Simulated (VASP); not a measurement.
# CdSe in VASP: notebook, part 3 of 3

VASP 6.6.1.

## 4. Single point, r2SCAN (in-plane strain -0.02, then relaxed in part)

The input, POSCAR:

```
CdSe
1.0
    3.0054431668      3.0054431668      0.0000000000
   -3.0054431668      3.0054431668      0.0000000000
    0.0000000000      3.0054431668      3.1539957775
Cd Se
1 1
Direct
    0.0000000000      0.0000000000      0.0000000000
    0.7500000000      0.2500000000      0.5000000000
```

The input, INCAR.step1:

```
SYSTEM = CdSe
ALGO     = Normal         ! electronic algorithm
EDIFF    = 1E-4           ! SCF threshold, eV
ENCUT    = 520            ! plane-wave cutoff, eV
GGA      = PE             ! functional
ISMEAR   = 0              ! smearing method
LASPH    = .True.         ! aspherical terms in the spheres
LCHARG   = .False.        ! write CHGCAR
LREAL    = .False.        ! projectors in reciprocal space
LWAVE    = .True.         ! write WAVECAR
NBANDS   = 16             ! bands
NELM     = 100            ! most SCF steps
PREC     = Accurate       ! precision mode
SIGMA    = 0.01           ! smearing width, eV
```

The input, INCAR.step2:

```
SYSTEM = CdSe
ALGO     = Normal         ! electronic algorithm
EDIFF    = 1E-7           ! SCF threshold, eV
ENCUT    = 520            ! plane-wave cutoff, eV
ISIF     = 2              ! what is computed and relaxed
ISMEAR   = 0              ! smearing method
ISTART   = 1            
LASPH    = .True.         ! aspherical terms in the spheres
LCHARG   = .False.        ! write CHGCAR
LMIXTAU  = .True.       
LREAL    = .False.        ! projectors in reciprocal space
LWAVE    = .False.        ! write WAVECAR
METAGGA  = R2SCAN         ! meta-GGA
NBANDS   = 16             ! bands
NELM     = 100            ! most SCF steps
PREC     = Accurate       ! precision mode
SIGMA    = 0.01           ! smearing width, eV
```

The input, KPOINTS:

```
k-points
0
Gamma
  6 6 6
  0 0 0
```

Potentials or basis: VASP PAW PBE potentials, release 64 (Cd, Se).

On the command line:

```sh
> cat potpaw_PBE.64/Cd/POTCAR potpaw_PBE.64/Se/POTCAR > POTCAR
> cp INCAR.step1 INCAR
> mpirun -np 1 vasp_std > vasp.out
> cp INCAR.step2 INCAR
> mpirun -np 1 vasp_std > vasp.out
```

OUTCAR:

```text
SYSTEM = CdSe
   EDIFF = 1E-7
   ENCUT = 520
   ISIF = 2
   ISMEAR = 0
   ISTART = 1
   LASPH = .True.
   LREAL = .False.
   METAGGA = R2SCAN
   NELM = 100
   PREC = Accurate

 ion  position               nearest neighbor table
   1  0.000  0.000  0.000-   2 2.65   2 2.65   2 2.65   2 2.65
   2  0.750  0.250  0.500-   1 2.65   1 2.65   1 2.65   1 2.65

  LATTYP: Found a body centered tetragonal cell.
 ALAT       =     4.2503384874
 C/A-ratio  =     1.4841151060

  Lattice vectors:

 A1 = (   3.0054431668,   0.0000000000,  -3.1539957775)
 A2 = (  -3.0054431668,   0.0000000000,  -3.1539957775)
 A3 = (   0.0000000000,   3.0054431668,   3.1539957775)

Analysis of symmetry for initial positions (statically):
=====================================================================
 Subroutine PRICEL returns:
 Original cell was already a primitive cell.

 Routine SETGRP: Setting up the symmetry group for a
 body centered tetragonal supercell.

 Subroutine GETGRP returns: Found  8 space group operations
 (whereof  8 operations were pure point group operations)
 out of a pool of 16 trial point group operations.

The static configuration has the point symmetry D_2d.

Analysis of symmetry for dynamics (positions and initial velocities):
=====================================================================
 Subroutine PRICEL returns:
 Original cell was already a primitive cell.

 Routine SETGRP: Setting up the symmetry group for a
 body centered tetragonal supercell.

 Subroutine GETGRP returns: Found  8 space group operations
 (whereof  8 operations were pure point group operations)
 out of a pool of 16 trial point group operations.

The dynamic configuration has the point symmetry D_2d.

 Subroutine INISYM returns: Found  8 space group operations
 (whereof  8 operations are pure point group operations),
 and found     1 'primitive' translations

----------------------------------------------------------------------------------------

                                     Primitive cell

  volume of cell :      56.9781

  direct lattice vectors                    reciprocal lattice vectors
     3.005443167  3.005443167  0.000000000     0.166364816  0.166364816 -0.158529064
    -3.005443167  3.005443167  0.000000000    -0.166364816  0.166364816 -0.158529064
     0.000000000  3.005443167  3.153995778     0.000000000  0.000000000  0.317058129

  length of vectors
     4.250338487  4.250338487  4.356647564     0.283700491  0.283700491  0.317058129

  position of ions in fractional coordinates (direct lattice)
     0.000000000  0.000000000  0.000000000
     0.750000000  0.250000000  0.500000000

  ion indices of the primitive-cell ions
   primitive index   ion index
                 1           1
                 2           2

----------------------------------------------------------------------------------------

 KPOINTS: k-points

Automatic generation of k-mesh.
 Grid dimensions read from file:
 generate k-points for:    6    6    6

 Generating k-lattice:

  Cartesian coordinates                     Fractional coordinates (reciprocal lattice)
     0.027727469  0.027727469 -0.026421511     0.166666667  0.000000000 -0.000000000
    -0.027727469  0.027727469 -0.026421511     0.000000000  0.166666667 -0.000000000
     0.000000000  0.000000000  0.052843021     0.000000000  0.000000000  0.166666667

  Length of vectors
     0.047283415  0.047283415  0.052843021

  Shift w.r.t. Gamma in fractional coordinates (k-lattice)
     0.000000000  0.000000000  0.000000000

 Subroutine IBZKPT returns following result:
 ===========================================

 Found     30 irreducible k-points:

 Following reciprocal coordinates:
            Coordinates               Weight
  0.000000  0.000000  0.000000      1.000000
  0.166667  0.000000  0.000000      8.000000
  0.333333  0.000000  0.000000      8.000000
  0.500000  0.000000  0.000000      4.000000
  0.166667  0.166667  0.000000      8.000000
  0.333333  0.166667  0.000000     16.000000
[... 16 lines left out ...]
 -0.333333 -0.333333  0.166667      4.000000
 -0.166667 -0.333333  0.166667     16.000000
 [... further k-points ...]
   k-points           NKPTS =     30   k-points in BZ     NKDIM =     30   number of bands    NBANDS=     16
   number of dos      NEDOS =    301   number of ions     NIONS =      2
   total plane-waves  NPLWV =  32768
   dimension x,y,z NGX =    32 NGY =   32 NGZ =   32
   dimension x,y,z NGXF=    64 NGYF=   64 NGZF=   64
   ions per type =               1   1
   NGX,Y,Z   is equivalent  to a cutoff of  12.52, 12.52, 12.21 a.u.
   NGXF,Y,Z  is equivalent  to a cutoff of  25.03, 25.03, 24.42 a.u.
 SYSTEM =  CdSe
   PREC   = accura    normal or accurate (medium, high low for compatibility)
   ISTART =      1    job   : 0-new  1-cont  2-samecut
   ICHARG =      0    charge: 1-file 2-atom 10-const
   ISPIN  =      1    spin polarized calculation?
   LNONCOLLINEAR =      F non collinear calculations
   LSORBIT =      F    spin-orbit coupling
   LASPH  =      T    aspherical Exc in radial PAW
   ENCUT  =  520.0 eV  38.22 Ry    6.18 a.u.   7.90  7.90  8.10*2*pi/ulx,y,z
   NELM   =    100;   NELMIN=  2; NELMDL=  0     # of ELM steps
   EDIFF  = 0.1E-06   stopping-criterion for ELM
   LREAL  =      F    real-space projection
   EDIFFG = 0.1E-05   stopping-criterion for IOM
   NSW    =      0    number of steps for IOM
   IBRION =     -1    ionic relax: 0-MD 1-quasi-New 2-CG
   NFREE  =      0    steps in history (QN), initial steepest desc. (CG)
   ISIF   =      2    stress and relaxation
   ISYM   =      2    0-nonsym 1-usesym 2-fastsym
   POTIM  = 0.5000    time-step for ionic-motion
   TEBEG  =    0.0;   TEEND  =   0.0 temperature during run
   PSTRESS=    0.0 pullay stress
   NELECT =      18.0000    total number of electrons
   NUPDOWN=      -1.0000    fix difference up-down
   EMIN   =  10.00;   EMAX   =-10.00  energy-range for DOS
   EFERMI =   0.00;   METHOD = LEGACY
   ISMEAR =     0;   SIGMA  =   0.01  broadening in eV -4-tet -1-fermi 0-gaus
   EFERMI_NEDOS =   21; number of points for ismear=-14 and -15
   IALGO  =     38    algorithm
   IMIX   =      4    mixing-type and parameters
     AMIX     =   0.40;   BMIX     =  1.00
     AMIX_MAG =   1.60;   BMIX_MAG =  1.00
  volume/ion in A,a.u.               =      28.49       192.25
  Fermi-wavevector in a.u.,A,eV,Ry     =   1.114969  2.106987 16.914175  1.243157
  Thomas-Fermi vector in A             =   2.251570
   LORBIT       =      0    0 simple, 1 ext, 2 COOP (PROOUT), +10 PAW based schemes
   METAGGA = R2SCAN    functional components
   LHFCALC =     F    Hartree Fock is set to
   AEXX    =    0.0000 exact exchange contribution
   IVDW    =     0    specifies the selected vdW correction
   LEPSILON=     F    determine dielectric tensor
   LRPA    =     F    only Hartree local field effects (RPA)
 non-spin polarized calculation
 Gauss-broadening in eV      SIGMA  =   0.01
  energy-cutoff  :      520.00
  volume of cell :       56.98
 maximum number of plane-waves:      1548
   NGX = 15   NGY = 15   NGZ = 17

 number of electron      18.0000002 magnetization

 Free energy of the ion-electron system (eV)
  ---------------------------------------------------
  ext. energy  EPLUGINS =         0.00000000
  ---------------------------------------------------
  free energy    TOTEN  =       -35.90542332 eV

  energy without entropy =      -35.90542332  energy(sigma->0) =      -35.90542332

 E-fermi :   0.6395     XC(G=0):  -9.3673

 val. band max:        0.5965961674   @ k =   0.0000   0.0000   0.0000
 cond. band min:       1.5921506529   @ k =   0.0000   0.0000   0.0000
 fundamental gap:      0.9955544855
 Fermi energy:         0.6394902269

 k-point     1 :       0.0000    0.0000    0.0000
  band No.  band energies     occupation
      1     -12.3975      2.00000
      2      -7.5970      2.00000
      3      -7.5731      2.00000
      4      -7.5731      2.00000
      5      -7.2009      2.00000
      6      -7.1920      2.00000
[... 8 lines left out ...]
     15      11.7296      0.00000
     16      12.5431      0.00000
[... 419 lines left out ...]
 k-point    24 :      -0.1667   -0.3333    0.1667
  band No.  band energies     occupation
      1     -11.9438      2.00000
      2      -7.4255      2.00000
      3      -7.3937      2.00000
      4      -7.2268      2.00000
      5      -7.1844      2.00000
      6      -6.7757      2.00000
[... 8 lines left out ...]
     15      13.0034      0.00000
     16      13.9667      0.00000

 [... further k-points ...]

------------------------ aborting loop because EDIFF is reached ----------------------------------------

  FORCE on cell =-STRESS in cart. coord.  units (eV):
  Direction    XX          YY          ZZ          XY          YZ          ZX
  --------------------------------------------------------------------------------------
  -------------------------------------------------------------------------------------
  Total        0.4127376      0.4127376      0.0963093      0.0000000     -0.0000000      0.0000000
  in kB       11.6058376     11.6058376      2.7081365      0.0000000     -0.0000000      0.0000000
  external PRESSURE =       8.6399372 kB  Pullay stress =       0.0000000 kB

 VOLUME and BASIS-vectors are now :
 -----------------------------------------------------------------------------
  energy-cutoff  :      520.00
  volume of cell :       56.98
      direct lattice vectors                 reciprocal lattice vectors
     3.005443167  3.005443167  0.000000000     0.166364816  0.166364816 -0.158529064
    -3.005443167  3.005443167  0.000000000    -0.166364816  0.166364816 -0.158529064
     0.000000000  3.005443167  3.153995778     0.000000000  0.000000000  0.317058129

 POSITION                                       TOTAL-FORCE (eV/Angst)
 -----------------------------------------------------------------------------------
      0.00000      0.00000      0.00000         0.000000     -0.000000      0.000000
      1.50272      4.50816      1.57700        -0.000000      0.000000      0.000000
 -----------------------------------------------------------------------------------
    total drift:                                0.000009     -0.000000      0.000000

  FREE ENERGIE OF THE ION-ELECTRON SYSTEM (eV)
  ---------------------------------------------------
  free  energy   TOTEN  =       -35.9054233189 eV

  energy  without entropy=      -35.9054233189  energy(sigma->0) =      -35.90542332
```

Wall time 43 s (1 thread of Intel Xeon 6975P-C (Granite Rapids), shared host); peak memory 0.19 GiB.

Results:

```yaml
Free_energy: -35.9054 eV
Pressure: 0.9 GPa
Band_gap_on_the_k_mesh: 1.00 eV, direct
```

Caveat: the cell differs from its parent crystal (in-plane strain -0.02, then relaxed in part); the PAW data sets were made with another functional, which shifts forces and pressure a little.

## 5. Single point, r2SCAN (in-plane strain -0.01, then relaxed in part)

The input, POSCAR:

```
CdSe
1.0
    3.0361109542      3.0361109542      0.0000000000
   -3.0361109542      3.0361109542      0.0000000000
    0.0000000000      3.0361109542      3.1092280947
Cd Se
1 1
Direct
    0.0000000000      0.0000000000      0.0000000000
    0.7500000000      0.2500000000      0.5000000000
```

The input, INCAR.step1:

```
SYSTEM = CdSe
PREC = Accurate
ENCUT = 520
ISMEAR = 0
SIGMA = 0.01
LREAL = .False.
LASPH = .True.
NELM = 60
NBANDS = 16
GGA = PE
ALGO = Normal
EDIFF = 1E-4
LWAVE = .True.
LCHARG = .False.
```

The input, INCAR.step2:

```
SYSTEM = CdSe
PREC = Accurate
ENCUT = 520
EDIFF = 1E-6
ISMEAR = 0
SIGMA = 0.01
LREAL = .False.
LASPH = .True.
NELM = 60
ALGO = Normal
ISIF = 2
LWAVE = .False.
LCHARG = .False.
METAGGA = R2SCAN
LMIXTAU = .True.
NBANDS = 16
ISTART = 1
```

The input, KPOINTS:

```
Automatic mesh
0
Gamma
  6 6 6
  0 0 0
```

On the command line:

```sh
> cat potpaw_PBE.64/Cd/POTCAR potpaw_PBE.64/Se/POTCAR > POTCAR
> cp INCAR.step1 INCAR
> mpirun -np 1 vasp_std > vasp.out
> cp INCAR.step2 INCAR
> mpirun -np 1 vasp_std > vasp.out
```

Run time: 37 s. Hardware: 1 thread of Intel Xeon 6975P-C (Granite Rapids), shared host; peak memory 0.19 GiB.

The run converged. Its results:

| Property | Result |
| --- | --- |
| Free energy | -35.9108 eV |
| Pressure | 0.6 GPa |
| Band gap on the k mesh | 1.02 eV, direct |

Stress tensor (GPa, compression positive):
```
0.72 0.00 0.00
0.00 0.72 0.00
0.00 0.00 0.30
```

Levels at points of the mesh, in eV from the valence-band top:
```tsv
k point	band 5	band 6	band 7	band 8	band 9	band 10	band 11	band 12	band 13	band 14
(0.00, 0.00, 0.00)	-7.75	-7.75	-0.08	0.00	0.00	1.02	6.45	6.45	6.46	10.21
(0.50, 0.00, 0.00)	-7.73	-7.46	-4.34	-0.81	-0.70	2.81	6.81	6.98	7.74	10.49
(0.50, 0.50, 0.00)	-7.69	-7.38	-3.98	-1.90	-1.86	3.44	4.04	9.64	10.65	10.94
(0.00, 0.00, 0.50)	-7.70	-7.42	-4.11	-1.78	-1.78	3.52	4.25	9.42	10.84	10.84
```

Caveat: the cell differs from its parent crystal (in-plane strain -0.01, then relaxed in part); the PAW data sets were made with another functional, which shifts forces and pressure a little.

## 6. Single point, r2SCAN (in-plane strain -0.01)

POSCAR, as its differences from that of step 5:

```diff
@@ -4,3 +4,3 @@
    -3.0361109542      3.0361109542      0.0000000000
-    0.0000000000      3.0361109542      3.1092280947
+    0.0000000000      3.0361109542      3.0851794140
 Cd Se
```

INCAR.step1, as its differences from that of step 5:

```diff
@@ -7,3 +7,3 @@
 LASPH = .True.
-NELM = 60
+NELM = 100
 NBANDS = 16
```

INCAR.step2, as its differences from that of step 5:

```diff
@@ -3,3 +3,3 @@
 ENCUT = 520
-EDIFF = 1E-6
+EDIFF = 1E-7
 ISMEAR = 0
@@ -8,3 +8,3 @@
 LASPH = .True.
-NELM = 60
+NELM = 100
 ALGO = Normal
```

The input, KPOINTS:

```
regular mesh
0
Gamma
  6 6 6
  0 0 0
```

Potentials or basis: VASP PAW PBE potentials, release 64 (Cd, Se).

On the command line:

```sh
> cat potpaw_PBE.64/Cd/POTCAR potpaw_PBE.64/Se/POTCAR > POTCAR
> cp INCAR.step1 INCAR
> mpirun -np 1 vasp_std > vasp.out
> cp INCAR.step2 INCAR
> mpirun -np 1 vasp_std > vasp.out
```

OUTCAR:

```text
SYSTEM = CdSe
   PREC = Accurate
   ENCUT = 520
   EDIFF = 1E-7
   ISMEAR = 0
   LREAL = .False.
   LASPH = .True.
   NELM = 100
   ISIF = 2
   METAGGA = R2SCAN
   ISTART = 1

 ion  position               nearest neighbor table
   1  0.000  0.000  0.000-   2 2.64   2 2.64   2 2.64   2 2.64
   2  0.750  0.250  0.500-   1 2.64   1 2.64   1 2.64   1 2.64

  LATTYP: Found a body centered tetragonal cell.
 ALAT       =     4.2937092883
 C/A-ratio  =     1.4370695391

  Lattice vectors:

[... 644 lines left out ...]

  FORCE on cell =-STRESS in cart. coord.  units (eV):
  Direction    XX          YY          ZZ          XY          YZ          ZX
  --------------------------------------------------------------------------------------
  -------------------------------------------------------------------------------------
  Total        0.3925933      0.3925933      0.2960760      0.0000000      0.0000000      0.0000000
  in kB       11.0587927     11.0587927      8.3400402      0.0000000      0.0000000      0.0000000
  external PRESSURE =      10.1525419 kB  Pullay stress =       0.0000000 kB

 VOLUME and BASIS-vectors are now :
 -----------------------------------------------------------------------------
  energy-cutoff  :      520.00
  volume of cell :       56.88
      direct lattice vectors                 reciprocal lattice vectors
     3.036110954  3.036110954  0.000000000     0.164684363  0.164684363 -0.162065129
    -3.036110954  3.036110954  0.000000000    -0.164684363  0.164684363 -0.162065129
     0.000000000  3.036110954  3.085179414     0.000000000  0.000000000  0.324130258

 POSITION                                       TOTAL-FORCE (eV/Angst)
 -----------------------------------------------------------------------------------
      0.00000      0.00000      0.00000         0.000000      0.000000      0.000000
      1.51806      4.55417      1.54259        -0.000000     -0.000000      0.000000
 -----------------------------------------------------------------------------------
    total drift:                                0.000006     -0.000000      0.000000

  FREE ENERGIE OF THE ION-ELECTRON SYSTEM (eV)
  ---------------------------------------------------
  free  energy   TOTEN  =       -35.9091721611 eV

  energy  without entropy=      -35.9091721611  energy(sigma->0) =      -35.90917216
```

OUTCAR.step1:

```text
SYSTEM = CdSe
   PREC = Accurate
   ENCUT = 520
   ISMEAR = 0
   LREAL = .False.
   LASPH = .True.
[... 678 lines left out ...]
      0.00000      0.00000      0.00000         0.000000     -0.000000      0.000000
      1.51806      4.55417      1.54259        -0.000000      0.000000      0.000000
 -----------------------------------------------------------------------------------
    total drift:                                0.000000     -0.000000      0.000000

  FREE ENERGIE OF THE ION-ELECTRON SYSTEM (eV)
  ---------------------------------------------------
  free  energy   TOTEN  =        -5.4731554336 eV

  energy  without entropy=       -5.4731554336  energy(sigma->0) =       -5.47315543
```

Wall time 43 s (1 thread of Intel Xeon 6975P-C (Granite Rapids), shared host); peak memory 0.19 GiB.

Results:

```
Free energy            : -35.9092 eV
Pressure               : 1.0 GPa
Band gap on the k mesh : 1.04 eV, direct
```

Levels at points of the mesh, in eV from the valence-band top:
| k point | band 7 | band 8 | band 9 | band 10 | band 11 | band 12 |
| --- | --- | --- | --- | --- | --- | --- |
| (0.00, 0.00, 0.00) | -0.05 | 0.00 | 0.00 | 1.04 | 6.45 | 6.45 |
| (0.50, 0.00, 0.00) | -4.38 | -0.80 | -0.72 | 2.83 | 6.85 | 6.97 |
| (0.50, 0.50, 0.00) | -4.02 | -1.90 | -1.87 | 3.44 | 4.08 | 9.67 |
| (0.00, 0.00, 0.50) | -4.11 | -1.82 | -1.82 | 3.49 | 4.22 | 9.52 |

Caveat: the cell differs from its parent crystal (in-plane strain -0.01); the PAW data sets were made with another functional, which shifts forces and pressure a little.

## 7. The runs side by side

| cell | gap on the mesh (eV) | pressure (GPa) |
| --- | --- | --- |
| a = 4.337 Å, angles 60.0, 60.0, 90.0°, 2 atoms | 1.03 | 0.2 |
| a = 4.250, b = 4.250, c = 4.320 Å, angles 60.5, 60.5, 90.0°, 2 atoms | 1.05 | 1.8 |
| a = 4.250, b = 4.250, c = 4.357 Å, angles 60.8, 60.8, 90.0°, 2 atoms | 1.00 | 0.9 |
| a = 4.294, b = 4.294, c = 4.346 Å, angles 60.4, 60.4, 90.0°, 2 atoms | 1.02 | 0.6 |
| a = 4.294, b = 4.294, c = 4.329 Å, angles 60.3, 60.3, 90.0°, 2 atoms | 1.04 | 1.0 |

Alike in all rows: task single point; level r2SCAN; potentials or basis VASP PAW PBE potentials, release 64 (Cd, Se); no spin polarisation; k mesh 6 × 6 × 6; cutoff (eV) 520; smearing gaussian 0.01 eV.

Caveats: the PAW data sets were made with another functional, which shifts forces and pressure a little.

Absolute energies hang on the potentials; compare differences alone.
